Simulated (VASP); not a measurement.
# Sr2NbO2 (I4/mmm) in VASP: single point with PBE

Aim: the single point of Sr2NbO2 with PBE.

Program: VASP 6.6.1. These are calculated values, not measurements. Logs are shortened: lines on timing, memory, paths and dates and some standing lists are left out, and cuts for length are marked.

**1. The cell of the first run**

The structure is tetragonal, space group I4/mmm (No. 139). Conventional cell: a = 4.405 Å, b = 4.405 Å, c = 9.993 Å, α = 90.00°, β = 90.00°, γ = 90.00°. Sr (site symmetry -4m2) has 2 O at 2.50 Å and 4 Sr at 3.11 Å and 4 Nb at 3.33 Å within 3.4 Å. Within 2.9 Å of Nb (site symmetry 4/mmm) lie 4 O at 2.20 Å. O (site symmetry mmm) has 2 Nb at 2.20 Å and 2 Sr at 2.50 Å within 2.9 Å.

**2. Single point, PBE**

The input, POSCAR:

```
Sr2NbO2
1.0
   -2.2025452011      2.2025452011      4.9966391776
    2.2025452011     -2.2025452011      4.9966391776
    2.2025452011      2.2025452011     -4.9966391776
Sr Nb O
2 1 2
Direct
    0.7500000000      0.2500000000      0.5000000000
    0.2500000000      0.7500000000      0.5000000000
    0.0000000000      0.0000000000      0.0000000000
    0.5000000000      0.0000000000      0.5000000000
    0.0000000000      0.5000000000      0.5000000000
```

The input, INCAR.step1:

```
SYSTEM = Sr2NbO2
PREC     = Accurate       ! precision mode
ENCUT    = 520            ! plane-wave cutoff, eV
EDIFF    = 1E-6           ! SCF threshold, eV
ISMEAR   = 0              ! smearing method
SIGMA    = 0.1            ! smearing width, eV
LREAL    = .False.        ! projectors in reciprocal space
LASPH    = .True.         ! aspherical terms in the spheres
NELM     = 60             ! most SCF steps
ALGO     = Normal         ! electronic algorithm
ISIF     = 2              ! what is computed and relaxed
LWAVE    = .False.        ! write WAVECAR
LCHARG   = .True.         ! write CHGCAR
LMAXMIX  = 4              ! l up to which the mixer works
GGA      = PE             ! functional
NBANDS   = 30             ! bands
```

The input, KPOINTS.step1:

```
Automatic mesh
0
Gamma
  12 12 12
  0 0 0
```

The input, INCAR.step2:

```
SYSTEM = Sr2NbO2
PREC     = Accurate       ! precision mode
ENCUT    = 520            ! plane-wave cutoff, eV
EDIFF    = 1E-6           ! SCF threshold, eV
ISMEAR   = -5             ! smearing method
SIGMA    = 0.1            ! smearing width, eV
LREAL    = .False.        ! projectors in reciprocal space
LASPH    = .True.         ! aspherical terms in the spheres
NELM     = 60             ! most SCF steps
ALGO     = Normal         ! electronic algorithm
ISIF     = 2              ! what is computed and relaxed
LWAVE    = .False.        ! write WAVECAR
LCHARG   = .False.        ! write CHGCAR
LMAXMIX  = 4              ! l up to which the mixer works
GGA      = PE             ! functional
LORBIT   = 11             ! projections on sites
NBANDS   = 30             ! bands
NEDOS    = 2001           ! points of the DOS
ICHARG   = 11             ! starting density
```

The input, KPOINTS.step2:

```
Automatic mesh
0
Gamma
  18 18 18
  0 0 0
```

Potentials or basis: VASP PAW PBE potentials, release 64 (Sr_sv, Nb_sv, O).

The run is started by

```console
$ cat potpaw_PBE.64/Sr_sv/POTCAR potpaw_PBE.64/Nb_sv/POTCAR potpaw_PBE.64/O/POTCAR > POTCAR
$ cp INCAR.step1 INCAR
$ cp KPOINTS.step1 KPOINTS
$ mpirun -np 1 vasp_std > vasp.out
$ cp INCAR.step2 INCAR
$ cp KPOINTS.step2 KPOINTS
$ mpirun -np 1 vasp_std > vasp.out
```

OUTCAR:

```text
SYSTEM = Sr2NbO2
   PREC = Accurate
   ENCUT = 520
   EDIFF = 1E-6
   ISMEAR = -5
   LREAL = .False.
   LASPH = .True.
   NELM = 60
   ISIF = 2
   GGA = PE
   LORBIT = 11
   ICHARG = 11

 ion  position               nearest neighbor table
   1  0.750  0.250  0.500-   4 2.50   5 2.50   2 3.11   2 3.11   2 3.11   2 3.11   3 3.33   3 3.33
                             3 3.33   3 3.33   2 5.00   2 5.00
   2  0.250  0.750  0.500-   4 2.50   5 2.50   1 3.11   1 3.11   1 3.11   1 3.11   3 3.33   3 3.33
                             3 3.33   3 3.33   1 5.00   1 5.00
   3  0.000  0.000  0.000-   4 2.20   5 2.20   5 2.20   4 2.20   1 3.33   2 3.33   1 3.33   2 3.33
                             1 3.33   1 3.33   2 3.33   2 3.33
   4  0.500  0.000  0.500-   3 2.20   3 2.20   1 2.50   2 2.50
   5  0.000  0.500  0.500-   3 2.20   3 2.20   1 2.50   2 2.50

  LATTYP: Found a body centered tetragonal cell.
 ALAT       =     4.4050904022
 C/A-ratio  =     2.2685750899

  Lattice vectors:

 A1 = (  -2.2025452011,   2.2025452011,   4.9966391776)
 A2 = (   2.2025452011,  -2.2025452011,   4.9966391776)
 A3 = (   2.2025452011,   2.2025452011,  -4.9966391776)

Analysis of symmetry for initial positions (statically):
=====================================================================
 Subroutine PRICEL returns:
 Original cell was already a primitive cell.

 Routine SETGRP: Setting up the symmetry group for a
 body centered tetragonal supercell.

 Subroutine GETGRP returns: Found 16 space group operations
 (whereof 16 operations were pure point group operations)
 out of a pool of 16 trial point group operations.

The static configuration has the point symmetry D_4h.

Analysis of symmetry for dynamics (positions and initial velocities):
=====================================================================
 Subroutine PRICEL returns:
 Original cell was already a primitive cell.

 Routine SETGRP: Setting up the symmetry group for a
 body centered tetragonal supercell.

 Subroutine GETGRP returns: Found 16 space group operations
 (whereof 16 operations were pure point group operations)
 out of a pool of 16 trial point group operations.

The dynamic configuration has the point symmetry D_4h.

 Subroutine INISYM returns: Found 16 space group operations
 (whereof 16 operations are pure point group operations),
 and found     1 'primitive' translations

----------------------------------------------------------------------------------------

                                     Primitive cell

  volume of cell :      96.9589

  direct lattice vectors                    reciprocal lattice vectors
    -2.202545201  2.202545201  4.996639178     0.000000000  0.227010097  0.100067262
     2.202545201 -2.202545201  4.996639178     0.227010097  0.000000000  0.100067262
     2.202545201  2.202545201 -4.996639178     0.227010097  0.227010097  0.000000000

  length of vectors
     5.888022911  5.888022911  5.888022911     0.248086761  0.248086761  0.321040758

  position of ions in fractional coordinates (direct lattice)
     0.750000000  0.250000000  0.500000000
     0.250000000  0.750000000  0.500000000
     0.000000000  0.000000000  0.000000000
     0.500000000  0.000000000  0.500000000
     0.000000000  0.500000000  0.500000000

  ion indices of the primitive-cell ions
   primitive index   ion index
                 1           1
                 2           2
                 3           3
                 4           4
                 5           5

----------------------------------------------------------------------------------------

 KPOINTS: Automatic mesh

Automatic generation of k-mesh.
 Grid dimensions read from file:
 generate k-points for:   18   18   18

 Generating k-lattice:

  Cartesian coordinates                     Fractional coordinates (reciprocal lattice)
     0.000000000  0.012611672  0.005559292     0.055555556  0.000000000  0.000000000
     0.012611672  0.000000000  0.005559292     0.000000000  0.055555556  0.000000000
     0.012611672  0.012611672  0.000000000     0.000000000  0.000000000  0.055555556

  Length of vectors
     0.013782598  0.013782598  0.017835598

  Shift w.r.t. Gamma in fractional coordinates (k-lattice)
     0.000000000  0.000000000  0.000000000

 TETIRR: Found   7414 inequivalent tetrahedra from    34992

 Subroutine IBZKPT returns following result:
 ===========================================

 Found    480 irreducible k-points:

 Following reciprocal coordinates:
            Coordinates               Weight
  0.000000  0.000000  0.000000      1.000000
  0.055556  0.000000  0.000000      8.000000
  0.111111  0.000000  0.000000      8.000000
  0.166667 -0.000000  0.000000      8.000000
  0.222222  0.000000  0.000000      8.000000
  0.277778 -0.000000  0.000000      8.000000
[... 16 lines left out ...]
 -0.277778  0.055556 -0.000000     16.000000
 -0.222222  0.055556  0.000000     16.000000
 [... further k-points ...]
   k-points           NKPTS =    480   k-points in BZ     NKDIM =    480   number of bands    NBANDS=     30
   number of dos      NEDOS =   2001   number of ions     NIONS =      5
   total plane-waves  NPLWV = 110592
   dimension x,y,z NGX =    48 NGY =   48 NGZ =   48
   dimension x,y,z NGXF=    96 NGYF=   96 NGZF=   96
   ions per type =               2   1   2
   NGX,Y,Z   is equivalent  to a cutoff of  13.55, 13.55, 13.55 a.u.
   NGXF,Y,Z  is equivalent  to a cutoff of  27.11, 27.11, 27.11 a.u.
 SYSTEM =  Sr2NbO2
   PREC   = accura    normal or accurate (medium, high low for compatibility)
   ISTART =      0    job   : 0-new  1-cont  2-samecut
   ICHARG =     11    charge: 1-file 2-atom 10-const
   ISPIN  =      1    spin polarized calculation?
   LNONCOLLINEAR =      F non collinear calculations
   LSORBIT =      F    spin-orbit coupling
   LASPH  =      T    aspherical Exc in radial PAW
   ENCUT  =  520.0 eV  38.22 Ry    6.18 a.u.  10.95 10.95 10.95*2*pi/ulx,y,z
   NELM   =     60;   NELMIN=  2; NELMDL=  0     # of ELM steps
   EDIFF  = 0.1E-05   stopping-criterion for ELM
   LREAL  =      F    real-space projection
   EDIFFG = 0.1E-04   stopping-criterion for IOM
   NSW    =      0    number of steps for IOM
   IBRION =     -1    ionic relax: 0-MD 1-quasi-New 2-CG
   NFREE  =      0    steps in history (QN), initial steepest desc. (CG)
   ISIF   =      2    stress and relaxation
   ISYM   =      2    0-nonsym 1-usesym 2-fastsym
   POTIM  = 0.5000    time-step for ionic-motion
   TEBEG  =    0.0;   TEEND  =   0.0 temperature during run
   PSTRESS=    0.0 pullay stress
   NELECT =      45.0000    total number of electrons
   NUPDOWN=      -1.0000    fix difference up-down
   EMIN   =  10.00;   EMAX   =-10.00  energy-range for DOS
   EFERMI =   0.00;   METHOD = LEGACY
   ISMEAR =    -5;   SIGMA  =   0.10  broadening in eV -4-tet -1-fermi 0-gaus
   EFERMI_NEDOS =   21; number of points for ismear=-14 and -15
   IALGO  =     38    algorithm
   IMIX   =      4    mixing-type and parameters
     AMIX     =   0.40;   BMIX     =  1.00
     AMIX_MAG =   1.60;   BMIX_MAG =  1.00
  volume/ion in A,a.u.               =      19.39       130.86
  Fermi-wavevector in a.u.,A,eV,Ry     =   1.267505  2.395238 21.858708  1.606570
  Thomas-Fermi vector in A             =   2.400650
   LORBIT       =     11    0 simple, 1 ext, 2 COOP (PROOUT), +10 PAW based schemes
   GGA     = PE    functional components
   LHFCALC =     F    Hartree Fock is set to
   AEXX    =    0.0000 exact exchange contribution
   IVDW    =     0    specifies the selected vdW correction
   LEPSILON=     F    determine dielectric tensor
   LRPA    =     F    only Hartree local field effects (RPA)
 non-spin polarized calculation
 Fermi weights with tetrahedron method with Bloechl corrections
  energy-cutoff  :      520.00
  volume of cell :       96.96
 maximum number of plane-waves:      2638
 NGX is ok and might be reduce to    48

 number of electron      45.0000002 magnetization

 Free energy of the ion-electron system (eV)
  ---------------------------------------------------
  ext. energy  EPLUGINS =         0.00000000
  ---------------------------------------------------
  free energy    TOTEN  =       -28.90484449 eV

  energy without entropy =      -28.90484449  energy(sigma->0) =      -28.90484449

 E-fermi :   5.1731     XC(G=0):  -9.9926

 val. band max:        5.1806612174   @ k =   0.2778   0.1667   0.1111
 cond. band min:       5.1529052130   @ k =  -0.1111   0.1111   0.0000
 fundamental gap:     -0.0277560044
 Fermi energy:         5.1731289312

 k-point     1 :       0.0000    0.0000    0.0000
  band No.  band energies     occupation
      1     -50.4743      2.00000
      2     -30.5590      2.00000
      3     -30.1475      2.00000
      4     -26.6735      2.00000
      5     -26.6735      2.00000
      6     -26.2247      2.00000
[... 22 lines left out ...]
     29       8.1720      0.00000
     30       8.1721      0.00000

 k-point     2 :       0.0556    0.0000    0.0000
  band No.  band energies     occupation
      1     -50.4743      2.00000
      2     -30.5560      2.00000
      3     -30.1506      2.00000
      4     -26.6751      2.00000
      5     -26.6735      2.00000
      6     -26.2246      2.00000
[... 22 lines left out ...]
     29       8.2084      0.00000
     30       8.2910      0.00000

 k-point     3 :       0.1111    0.0000    0.0000
  band No.  band energies     occupation
      1     -50.4742      2.00000
      2     -30.5470      2.00000
      3     -30.1600      2.00000
      4     -26.6794      2.00000
      5     -26.6734      2.00000
      6     -26.2242      2.00000
[... 682 lines left out ...]
     29       8.2357      0.00000
     30       8.6904      0.00000

 k-point    24 :      -0.2222    0.0556    0.0000
  band No.  band energies     occupation
      1     -50.4740      2.00000
      2     -30.5097      2.00000
      3     -30.1983      2.00000
      4     -26.6942      2.00000
      5     -26.6745      2.00000
      6     -26.2231      2.00000
[... 22 lines left out ...]
     29       8.5093      0.00000
     30       8.5590      0.00000

 [... further k-points ...]

------------------------ aborting loop because EDIFF is reached ----------------------------------------

  FORCE on cell =-STRESS in cart. coord.  units (eV):
  Direction    XX          YY          ZZ          XY          YZ          ZX
  --------------------------------------------------------------------------------------
  -------------------------------------------------------------------------------------
  Total       -0.0272902     -0.0272902      0.3599043      0.0000000     -0.0000000      0.0000000
  in kB       -0.4509510     -0.4509510      5.9471654      0.0000000     -0.0000000      0.0000000
  external PRESSURE =       1.6817545 kB  Pullay stress =       0.0000000 kB

 VOLUME and BASIS-vectors are now :
 -----------------------------------------------------------------------------
  energy-cutoff  :      520.00
  volume of cell :       96.96
      direct lattice vectors                 reciprocal lattice vectors
    -2.202545201  2.202545201  4.996639178     0.000000000  0.227010097  0.100067262
     2.202545201 -2.202545201  4.996639178     0.227010097  0.000000000  0.100067262
     2.202545201  2.202545201 -4.996639178     0.227010097  0.227010097  0.000000000

 POSITION                                       TOTAL-FORCE (eV/Angst)
 -----------------------------------------------------------------------------------
     -0.00000      2.20255      2.49832         0.000000     -0.000000     -0.000000
      2.20255     -0.00000      2.49832        -0.000000      0.000000     -0.000000
      0.00000      0.00000      0.00000         0.000000     -0.000000      0.000000
      0.00000      2.20255      0.00000         0.000000     -0.000000      0.000000
      2.20255      0.00000      0.00000         0.000000     -0.000000      0.000000
 -----------------------------------------------------------------------------------
    total drift:                               -0.000000     -0.000000      0.000000

  FREE ENERGIE OF THE ION-ELECTRON SYSTEM (eV)
  ---------------------------------------------------
  free  energy   TOTEN  =       -28.9048444898 eV

  energy  without entropy=      -28.9048444898  energy(sigma->0) =      -28.90484449

 total charge

# of ion       s       p       d       tot
------------------------------------------
    1        2.050   5.754   0.402   8.206
    2        2.050   5.754   0.402   8.206
    3        2.173   5.982   2.316  10.471
    4        1.559   3.390   0.000   4.949
    5        1.559   3.390   0.000   4.949
--------------------------------------------------
tot          9.391  24.269   3.120  36.781
```

Run time: 35 min. Hardware: 1 thread of Intel Xeon Platinum 8259CL at 2.50GHz (Skylake/Cascade Lake), shared host; peak memory 1.4 GiB.

What came out:

| Property | Result |
| --- | --- |
| Valence electrons inside the program's atomic spheres | Sr 8.21; Nb 10.47; O 4.95 |
